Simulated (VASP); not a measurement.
# SrCd (P4/mmm) in VASP: a series of runs

The runs below take SrCd through single point, with LDA.

Everything below comes from runs of VASP 6.6.1. Logs are shortened: lines on timing, memory, paths and dates and some standing lists are left out, and cuts for length are marked.

## 1. The cell of the first run

It takes space group P4/mmm (No. 123, tetragonal). The conventional cell has a = 4.003 Å, b = 4.003 Å, c = 4.043 Å, α = 90.00°, β = 90.00°, γ = 90.00°. Within 4.6 Å of Sr (site symmetry 4/mmm) lie 8 Cd at 3.48 Å and 6 Sr at 4.00 to 4.04 Å. Cd (site symmetry 4/mmm) has 8 Sr at 3.48 Å and 6 Cd at 4.00 to 4.04 Å within 4.6 Å.

## 2. Single point, LDA (zz strain of +1 %)

INCAR

```
SYSTEM = SrCd
PREC     = Accurate       ! precision mode
ENCUT    = 520            ! plane-wave cutoff, eV
EDIFF    = 1E-7           ! SCF threshold, eV
ISMEAR   = -1             ! smearing method
SIGMA    = 0.08           ! smearing width, eV
LREAL    = .False.        ! projectors in reciprocal space
LASPH    = .True.         ! aspherical terms in the spheres
NELM     = 80             ! most SCF steps
ALGO     = Normal         ! electronic algorithm
ISIF     = 2              ! what is computed and relaxed
LWAVE    = .False.        ! write WAVECAR
LCHARG   = .False.        ! write CHGCAR
GGA      = CA             ! functional
NBANDS   = 18             ! bands
```

KPOINTS

```
regular mesh
0
Gamma
  10 10 10
  0 0 0
```

POSCAR

```
SrCd
1.0
    4.0030000000      0.0000000000      0.0000000000
    0.0000000000      4.0030000000      0.0000000000
    0.0000000000      0.0000000000      4.0430300000
Sr Cd
1 1
Direct
    0.5000000000      0.5000000000      0.5000000000
    0.0000000000      0.0000000000      0.0000000000
```

Potentials or basis: VASP PAW LDA potentials, release 64 (Sr_sv, Cd).

On the command line:

```bash
cat potpaw_LDA.64/Sr_sv/POTCAR potpaw_LDA.64/Cd/POTCAR > POTCAR
mpirun -np 1 vasp_std > vasp.out
```

OUTCAR:

```text
SYSTEM = SrCd
   PREC = Accurate
   ENCUT = 520
   EDIFF = 1E-7
   ISMEAR = -1
   LREAL = .False.
   LASPH = .True.
   NELM = 80
   ISIF = 2
   GGA = CA

 ion  position               nearest neighbor table
   1  0.500  0.500  0.500-   2 3.48   2 3.48   2 3.48   2 3.48   2 3.48   2 3.48   2 3.48   2 3.48

   2  0.000  0.000  0.000-   1 3.48   1 3.48   1 3.48   1 3.48   1 3.48   1 3.48   1 3.48   1 3.48

  LATTYP: Found a simple tetragonal cell.
 ALAT       =     4.0030000000
 C/A-ratio  =     1.0100000000

  Lattice vectors:

 A1 = (   4.0030000000,   0.0000000000,   0.0000000000)
 A2 = (   0.0000000000,   4.0030000000,   0.0000000000)
 A3 = (   0.0000000000,   0.0000000000,   4.0430300000)

Analysis of symmetry for initial positions (statically):
=====================================================================
 Subroutine PRICEL returns:
 Original cell was already a primitive cell.

 Routine SETGRP: Setting up the symmetry group for a
 simple tetragonal supercell.

 Subroutine GETGRP returns: Found 16 space group operations
 (whereof 16 operations were pure point group operations)
 out of a pool of 16 trial point group operations.

The static configuration has the point symmetry D_4h.

Analysis of symmetry for dynamics (positions and initial velocities):
=====================================================================
 Subroutine PRICEL returns:
 Original cell was already a primitive cell.

 Routine SETGRP: Setting up the symmetry group for a
 simple tetragonal supercell.

 Subroutine GETGRP returns: Found 16 space group operations
 (whereof 16 operations were pure point group operations)
 out of a pool of 16 trial point group operations.

The dynamic configuration has the point symmetry D_4h.

 Subroutine INISYM returns: Found 16 space group operations
 (whereof 16 operations are pure point group operations),
 and found     1 'primitive' translations

----------------------------------------------------------------------------------------

                                     Primitive cell

  volume of cell :      64.7855

  direct lattice vectors                    reciprocal lattice vectors
     4.003000000  0.000000000  0.000000000     0.249812641  0.000000000  0.000000000
     0.000000000  4.003000000  0.000000000     0.000000000  0.249812641  0.000000000
     0.000000000  0.000000000  4.043030000     0.000000000  0.000000000  0.247339248

[... 80 lines left out ...]
   LASPH  =      T    aspherical Exc in radial PAW
   ENCUT  =  520.0 eV  38.22 Ry    6.18 a.u.   7.44  7.44  7.52*2*pi/ulx,y,z
   NELM   =     80;   NELMIN=  2; NELMDL= -5     # of ELM steps
   EDIFF  = 0.1E-06   stopping-criterion for ELM
   LREAL  =      F    real-space projection
   EDIFFG = 0.1E-05   stopping-criterion for IOM
   NSW    =      0    number of steps for IOM
   IBRION =     -1    ionic relax: 0-MD 1-quasi-New 2-CG
   NFREE  =      0    steps in history (QN), initial steepest desc. (CG)
   ISIF   =      2    stress and relaxation
   ISYM   =      2    0-nonsym 1-usesym 2-fastsym
   POTIM  = 0.5000    time-step for ionic-motion
   TEBEG  =    0.0;   TEEND  =   0.0 temperature during run
   PSTRESS=    0.0 pullay stress
   NELECT =      22.0000    total number of electrons
   NUPDOWN=      -1.0000    fix difference up-down
   EMIN   =  10.00;   EMAX   =-10.00  energy-range for DOS
   EFERMI =   0.00;   METHOD = LEGACY
   ISMEAR =    -1;   SIGMA  =   0.08  broadening in eV -4-tet -1-fermi 0-gaus
   EFERMI_NEDOS =   21; number of points for ismear=-14 and -15
   IALGO  =     38    algorithm
   IMIX   =      4    mixing-type and parameters
     AMIX     =   0.40;   BMIX     =  1.00
     AMIX_MAG =   1.60;   BMIX_MAG =  1.00
  volume/ion in A,a.u.               =      32.39       218.60
  Fermi-wavevector in a.u.,A,eV,Ry     =   1.142150  2.158350 17.748879  1.304506
  Thomas-Fermi vector in A             =   2.278848
   LORBIT       =      0    0 simple, 1 ext, 2 COOP (PROOUT), +10 PAW based schemes
   GGA     = CA    functional components
   LHFCALC =     F    Hartree Fock is set to
   AEXX    =    0.0000 exact exchange contribution
   IVDW    =     0    specifies the selected vdW correction
   LEPSILON=     F    determine dielectric tensor
   LRPA    =     F    only Hartree local field effects (RPA)
 non-spin polarized calculation
  energy-cutoff  :      520.00
  volume of cell :       64.79
 maximum number of plane-waves:      1775
 NGX is ok and might be reduce to    30
   NGX = 15   NGY = 15   NGZ = 15

 number of electron      21.9999995 magnetization

 Free energy of the ion-electron system (eV)
  ---------------------------------------------------
  ext. energy  EPLUGINS =         0.00000000
  ---------------------------------------------------
  free energy    TOTEN  =        -4.09266468 eV

  energy without entropy =       -4.06607842  energy(sigma->0) =       -4.07937155

 E-fermi :   2.0214     XC(G=0):  -9.3942

 val. band max:        2.0156776757   @ k =   0.5000   0.0000   0.5000
 cond. band min:       2.0270489762   @ k =   0.5000   0.3000   0.3000
 fundamental gap:      0.0113713005
 Fermi energy:         2.0213815640

 k-point     1 :       0.0000    0.0000    0.0000
  band No.  band energies     occupation
      1     -33.5909      2.00000
      2     -15.6318      2.00000
      3     -15.6258      2.00000
      4     -15.6258      2.00000
      5      -6.5888      2.00000
      6      -6.5867      2.00000
[... 481 lines left out ...]
      5      -6.5676      2.00000
      6      -6.5219      2.00000
[... 10 lines left out ...]
     17       7.8322      0.00000
     18       8.7306      0.00000

 [... further k-points ...]

------------------------ aborting loop because EDIFF is reached ----------------------------------------

  FORCE on cell =-STRESS in cart. coord.  units (eV):
  Direction    XX          YY          ZZ          XY          YZ          ZX
  --------------------------------------------------------------------------------------
  -------------------------------------------------------------------------------------
  Total       -0.8462614     -0.8462614     -0.9583966      0.0000000      0.0000000     -0.0000000
  in kB      -20.9284466    -20.9284466    -23.7016024      0.0000000      0.0000000     -0.0000000
  external PRESSURE =     -21.8528318 kB  Pullay stress =       0.0000000 kB

 VOLUME and BASIS-vectors are now :
 -----------------------------------------------------------------------------
  energy-cutoff  :      520.00
  volume of cell :       64.79
      direct lattice vectors                 reciprocal lattice vectors
     4.003000000  0.000000000  0.000000000     0.249812641  0.000000000  0.000000000
     0.000000000  4.003000000  0.000000000     0.000000000  0.249812641  0.000000000
     0.000000000  0.000000000  4.043030000     0.000000000  0.000000000  0.247339248

 POSITION                                       TOTAL-FORCE (eV/Angst)
 -----------------------------------------------------------------------------------
      2.00150      2.00150      2.02151         0.000000      0.000000      0.000000
      0.00000      0.00000      0.00000         0.000000      0.000000      0.000000
 -----------------------------------------------------------------------------------
    total drift:                                0.000000      0.000000     -0.000000

  FREE ENERGIE OF THE ION-ELECTRON SYSTEM (eV)
  ---------------------------------------------------
  free  energy   TOTEN  =        -4.0926646781 eV

  energy  without entropy=       -4.0660784199  energy(sigma->0) =       -4.07937155
```

OSZICAR:

```text
N       E                     dE             d eps       ncg     rms          rms(c)
DAV:   1     0.137922118401E+03    0.13792E+03   -0.11299E+04  4584   0.113E+03
DAV:   2     0.254772132265E+01   -0.13537E+03   -0.13149E+03  4906   0.289E+02
DAV:   3    -0.411169483089E+01   -0.66594E+01   -0.66169E+01  7738   0.557E+01
DAV:   4    -0.422541359778E+01   -0.11372E+00   -0.11354E+00  5546   0.504E+00
DAV:   5    -0.422709688200E+01   -0.16833E-02   -0.16820E-02  6162   0.463E-01    0.163E+01
DAV:   6    -0.410200584191E+01    0.12509E+00   -0.42506E-01  5002   0.530E+00    0.864E+00
DAV:   7    -0.409383684350E+01    0.81690E-02   -0.37394E-02  5268   0.148E+00    0.142E+00
DAV:   8    -0.409272019227E+01    0.11167E-02   -0.48921E-03  6864   0.676E-01    0.208E-01
DAV:   9    -0.409265220245E+01    0.67990E-04   -0.37941E-04  6764   0.117E-01    0.278E-02
DAV:  10    -0.409266241812E+01   -0.10216E-04   -0.35762E-05  7230   0.275E-02    0.143E-02
DAV:  11    -0.409266459230E+01   -0.21742E-05   -0.28727E-06  5602   0.105E-02    0.822E-03
DAV:  12    -0.409266469324E+01   -0.10094E-06   -0.21311E-07  4020   0.298E-03    0.251E-03
DAV:  13    -0.409266467806E+01    0.15179E-07   -0.46828E-08  3058   0.129E-03
   1 F= -.40926647E+01 E0= -.40793715E+01  d E =-.265863E-01
```

stdout:

```text
POSCAR found type information on POSCAR SrCd
 POSCAR found :  2 types and       2 ions
 scaLAPACK will be used
 LDA part: xc-table for (Slater(with rela. corr.)+CA(PZ))
 , standard interpolation
 POSCAR, INCAR and KPOINTS ok, starting setup
 FFT: planning ... GRIDC
 FFT: planning ... GRID_SOFT
 FFT: planning ... GRID
 WAVECAR not read
 entering main loop
```

Run time: 48 s. Hardware: 1 thread of Intel Xeon 6975P-C (Granite Rapids), shared host; peak memory 0.26 GiB.

What came out:

```
Free energy            : -4.0927 eV
Pressure               : -2.2 GPa
Band gap on the k mesh : zero (band 11 reaches 3.34 eV, above the bottom of band 12 at 1.26 eV)
```

Stress tensor (GPa, compression positive):
```
-2.09  0.00  0.00
 0.00 -2.09  0.00
 0.00  0.00 -2.37
```

Caveat: the cell differs from its parent crystal (zz strain of +1 %).

## 3. Single point, LDA (zz strain of +2 %)

INCAR

```
SYSTEM = SrCd
ALGO = Normal ; EDIFF = 1E-7
ENCUT = 520 ; GGA = CA
ISIF = 2 ; ISMEAR = -1
LASPH = .True. ; LCHARG = .False.
LREAL = .False. ; LWAVE = .False.
NBANDS = 18 ; NELM = 80
PREC = Accurate ; SIGMA = 0.08
```

KPOINTS

```
k-points
0
Gamma
  10 10 10
  0 0 0
```

POSCAR: that of step 2 with these lines changed.

```diff
@@ -4,3 +4,3 @@
     0.0000000000      4.0030000000      0.0000000000
-    0.0000000000      0.0000000000      4.0430300000
+    0.0000000000      0.0000000000      4.0830600000
 Sr Cd
```

Potentials or basis: VASP PAW LDA potentials, release 64 (Sr_sv, Cd).

On the command line:

```bash
cat potpaw_LDA.64/Sr_sv/POTCAR potpaw_LDA.64/Cd/POTCAR > POTCAR
mpirun -np 1 vasp_std > vasp.out
```

OUTCAR:

```text
SYSTEM = SrCd
   EDIFF = 1E-7
   ENCUT = 520
   GGA = CA
   ISIF = 2
   ISMEAR = -1
   LASPH = .True.
   LREAL = .False.
   NELM = 80
   PREC = Accurate

 ion  position               nearest neighbor table
   1  0.500  0.500  0.500-   2 3.49   2 3.49   2 3.49   2 3.49   2 3.49   2 3.49   2 3.49   2 3.49

   2  0.000  0.000  0.000-   1 3.49   1 3.49   1 3.49   1 3.49   1 3.49   1 3.49   1 3.49   1 3.49

  LATTYP: Found a simple tetragonal cell.
 ALAT       =     4.0030000000
 C/A-ratio  =     1.0200000000

  Lattice vectors:

 A1 = (   4.0030000000,   0.0000000000,   0.0000000000)
 A2 = (   0.0000000000,   4.0030000000,   0.0000000000)
 A3 = (   0.0000000000,   0.0000000000,   4.0830600000)

Analysis of symmetry for initial positions (statically):
=====================================================================
 Subroutine PRICEL returns:
 Original cell was already a primitive cell.

 Routine SETGRP: Setting up the symmetry group for a
 simple tetragonal supercell.

 Subroutine GETGRP returns: Found 16 space group operations
 (whereof 16 operations were pure point group operations)
 out of a pool of 16 trial point group operations.

The static configuration has the point symmetry D_4h.

Analysis of symmetry for dynamics (positions and initial velocities):
=====================================================================
 Subroutine PRICEL returns:
 Original cell was already a primitive cell.

 Routine SETGRP: Setting up the symmetry group for a
 simple tetragonal supercell.

 Subroutine GETGRP returns: Found 16 space group operations
 (whereof 16 operations were pure point group operations)
 out of a pool of 16 trial point group operations.

The dynamic configuration has the point symmetry D_4h.

 Subroutine INISYM returns: Found 16 space group operations
 (whereof 16 operations are pure point group operations),
[... 110 lines left out ...]
   EFERMI =   0.00;   METHOD = LEGACY
   ISMEAR =    -1;   SIGMA  =   0.08  broadening in eV -4-tet -1-fermi 0-gaus
   EFERMI_NEDOS =   21; number of points for ismear=-14 and -15
   IALGO  =     38    algorithm
   IMIX   =      4    mixing-type and parameters
     AMIX     =   0.40;   BMIX     =  1.00
     AMIX_MAG =   1.60;   BMIX_MAG =  1.00
  volume/ion in A,a.u.               =      32.71       220.76
  Fermi-wavevector in a.u.,A,eV,Ry     =   1.138405  2.151273 17.632683  1.295966
  Thomas-Fermi vector in A             =   2.275109
   LORBIT       =      0    0 simple, 1 ext, 2 COOP (PROOUT), +10 PAW based schemes
   GGA     = CA    functional components
   LHFCALC =     F    Hartree Fock is set to
   AEXX    =    0.0000 exact exchange contribution
   IVDW    =     0    specifies the selected vdW correction
   LEPSILON=     F    determine dielectric tensor
   LRPA    =     F    only Hartree local field effects (RPA)
 non-spin polarized calculation
  energy-cutoff  :      520.00
  volume of cell :       65.43
 maximum number of plane-waves:      1795
 NGX is ok and might be reduce to    30
   NGX = 15   NGY = 15   NGZ = 15

 number of electron      21.9999996 magnetization

 Free energy of the ion-electron system (eV)
  ---------------------------------------------------
  ext. energy  EPLUGINS =         0.00000000
  ---------------------------------------------------
  free energy    TOTEN  =        -4.08244014 eV

  energy without entropy =       -4.05555517  energy(sigma->0) =       -4.06899766

 E-fermi :   1.9780     XC(G=0):  -9.3530

 val. band max:        1.9418639640   @ k =   0.5000   0.0000   0.5000
 cond. band min:       1.9874244462   @ k =   0.5000   0.3000   0.3000
 fundamental gap:      0.0455604822
 Fermi energy:         1.9779899189

 k-point     1 :       0.0000    0.0000    0.0000
  band No.  band energies     occupation
      1     -33.6595      2.00000
      2     -15.7037      2.00000
      3     -15.6922      2.00000
      4     -15.6922      2.00000
      5      -6.6218      2.00000
      6      -6.6178      2.00000
[... 481 lines left out ...]
      5      -6.6003      2.00000
      6      -6.5549      2.00000
[... 10 lines left out ...]
     17       7.7082      0.00000
     18       8.6516      0.00000

 [... further k-points ...]

------------------------ aborting loop because EDIFF is reached ----------------------------------------

  FORCE on cell =-STRESS in cart. coord.  units (eV):
  Direction    XX          YY          ZZ          XY          YZ          ZX
  --------------------------------------------------------------------------------------
  -------------------------------------------------------------------------------------
  Total       -0.9064419     -0.9064419     -1.1293698      0.0000000      0.0000000     -0.0000000
  in kB      -22.1969652    -22.1969652    -27.6560271      0.0000000      0.0000000     -0.0000000
  external PRESSURE =     -24.0166525 kB  Pullay stress =       0.0000000 kB

 VOLUME and BASIS-vectors are now :
 -----------------------------------------------------------------------------
  energy-cutoff  :      520.00
  volume of cell :       65.43
      direct lattice vectors                 reciprocal lattice vectors
     4.003000000  0.000000000  0.000000000     0.249812641  0.000000000  0.000000000
     0.000000000  4.003000000  0.000000000     0.000000000  0.249812641  0.000000000
     0.000000000  0.000000000  4.083060000     0.000000000  0.000000000  0.244914353

 POSITION                                       TOTAL-FORCE (eV/Angst)
 -----------------------------------------------------------------------------------
      2.00150      2.00150      2.04153         0.000000      0.000000      0.000000
      0.00000      0.00000      0.00000         0.000000      0.000000      0.000000
 -----------------------------------------------------------------------------------
    total drift:                                0.000000      0.000000     -0.000000

  FREE ENERGIE OF THE ION-ELECTRON SYSTEM (eV)
  ---------------------------------------------------
  free  energy   TOTEN  =        -4.0824401409 eV

  energy  without entropy=       -4.0555551743  energy(sigma->0) =       -4.06899766
```

OSZICAR:

```text
N       E                     dE             d eps       ncg     rms          rms(c)
DAV:   1     0.139160719555E+03    0.13916E+03   -0.11207E+04  4544   0.112E+03
DAV:   2     0.267303834328E+01   -0.13649E+03   -0.13246E+03  4904   0.289E+02
DAV:   3    -0.408448582149E+01   -0.67575E+01   -0.67133E+01  7676   0.560E+01
DAV:   4    -0.421087165082E+01   -0.12639E+00   -0.12620E+00  5474   0.521E+00
DAV:   5    -0.421277854044E+01   -0.19069E-02   -0.19064E-02  6336   0.496E-01    0.161E+01
DAV:   6    -0.409140068956E+01    0.12138E+00   -0.41485E-01  5038   0.522E+00    0.852E+00
DAV:   7    -0.408358882853E+01    0.78119E-02   -0.37078E-02  5244   0.147E+00    0.139E+00
DAV:   8    -0.408249418687E+01    0.10946E-02   -0.48829E-03  6830   0.673E-01    0.206E-01
DAV:   9    -0.408242753316E+01    0.66654E-04   -0.38601E-04  6724   0.116E-01    0.275E-02
DAV:  10    -0.408243788961E+01   -0.10356E-04   -0.37067E-05  7326   0.275E-02    0.148E-02
DAV:  11    -0.408244004520E+01   -0.21556E-05   -0.27846E-06  5524   0.107E-02    0.820E-03
DAV:  12    -0.408244015661E+01   -0.11140E-06   -0.22306E-07  3978   0.307E-03    0.253E-03
DAV:  13    -0.408244014091E+01    0.15695E-07   -0.44463E-08  3008   0.128E-03
   1 F= -.40824401E+01 E0= -.40689977E+01  d E =-.268850E-01
```

stdout:

```text
POSCAR found type information on POSCAR SrCd
 POSCAR found :  2 types and       2 ions
 scaLAPACK will be used
 LDA part: xc-table for (Slater(with rela. corr.)+CA(PZ))
 , standard interpolation
 POSCAR, INCAR and KPOINTS ok, starting setup
 FFT: planning ... GRIDC
 FFT: planning ... GRID_SOFT
 FFT: planning ... GRID
 WAVECAR not read
 entering main loop
```

Wall time 47 s (1 thread of Intel Xeon 6975P-C (Granite Rapids), shared host); peak memory 0.26 GiB.

Results:

| Item | Value |
| --- | --- |
| Free energy | -4.0824 eV |
| Pressure | -2.4 GPa |
| Band gap on the k mesh | zero (band 11 reaches 3.29 eV, above the bottom of band 12 at 1.23 eV) |

Levels at points of the mesh, in eV from the Fermi level:
```csv
k point,band 9,band 10,band 11,band 12,band 13,band 14
"(0.00, 0.00, 0.00)",-8.45,-5.77,1.32,1.33,3.71,4.04
"(0.50, 0.00, 0.00)",-8.43,-3.57,-2.37,1.73,2.03,2.28
"(0.50, 0.50, 0.00)",-8.32,-3.09,0.05,0.05,1.14,3.68
"(0.00, 0.00, 0.50)",-8.44,-3.69,-2.43,1.67,2.27,2.27
"(0.50, 0.00, 0.50)",-8.34,-3.18,-0.04,0.02,1.03,3.78
"(0.50, 0.50, 0.50)",-8.32,-0.89,-0.77,-0.74,-0.74,4.56
```

Caveat: the cell differs from its parent crystal (zz strain of +2 %).
